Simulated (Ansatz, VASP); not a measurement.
# ZrN in VASP and in Ansatz

File INCAR:

```
SYSTEM = ZrN
ALGO = Normal
EDIFF = 1E-7
EDIFFG = -0.05
ENCUT = 600
GGA = PE
GGA_COMPAT = .FALSE.
IBRION = 2
ISIF = 3
ISMEAR = 0
LASPH = .TRUE.
LCHARG = .FALSE.
LREAL = .FALSE.
LWAVE = .FALSE.
NELM = 120
NELMIN = 4
NSW = 100
PREC = Accurate
SIGMA = 0.1
```

KPOINTS

```
k-points
0
G
  8 8 8
  0 0 0
```

The input POSCAR:

```
ZrN
1.0
    0.0000000000      2.3312803990      2.3312803990
    2.3312803990      0.0000000000      2.3312803990
    2.3312803990      2.3312803990      0.0000000000
Zr N
1 1
Direct
    0.5000000000      0.5000000000      0.5000000000
    0.0000000000      0.0000000000      0.0000000000
```

Input for Ansatz:

```yaml
crystal:
  lattice:
    - [0.0, 2.331280399, 2.331280399]
    - [2.331280399, 0.0, 2.331280399]
    - [2.331280399, 2.331280399, 0.0]
  atoms:
    - { symbol: Zr, position: [0.5, 0.5, 0.5] }
    - { symbol: "N", position: [0.0, 0.0, 0.0] }
basis:
  ecutwfc: 420
kpoints:
  mp_grid: { grid: [8, 8, 8] }
hamiltonian:
  xc: pbe
scf:
  occupations: { method: gaussian, width: 0.1 }
output:
  forces: true
  stress: true
  eigenvalues: true
relax:
  adjacent_minimum: "off"
  f_tol: 0.05
  max_steps: 80
  cell: { stress_tol: 0.5 }
```

Alike in both runs: task relaxation of cell and atoms; functional PBE; k mesh 8 × 8 × 8; occupations gaussian, width 0.1 eV; no spin polarisation.

```csv
,VASP,Ansatz
version,VASP 6.6.1,Ansatz 0.2.0
potentials or method,"VASP PAW PBE potentials, release 64 (Zr_sv, N), cutoff 600 eV","scalar-relativistic, plane waves, PAW"
valence electrons in the cell,17,17
```

|  | VASP | Ansatz | Ansatz less VASP |
| --- | --- | --- | --- |
| gap on the k mesh at the Fermi level, each at its own relaxed structure (eV) | none | none | - |
| relaxed volume (Å³/atom) | 12.15 | 12.14 | -0.010 |
| relaxed cell length with the largest relative difference (Å) | 3.251 | 3.250 | -0.0009 |

A gap of «none» marks a metal or a gap that the smearing closes.
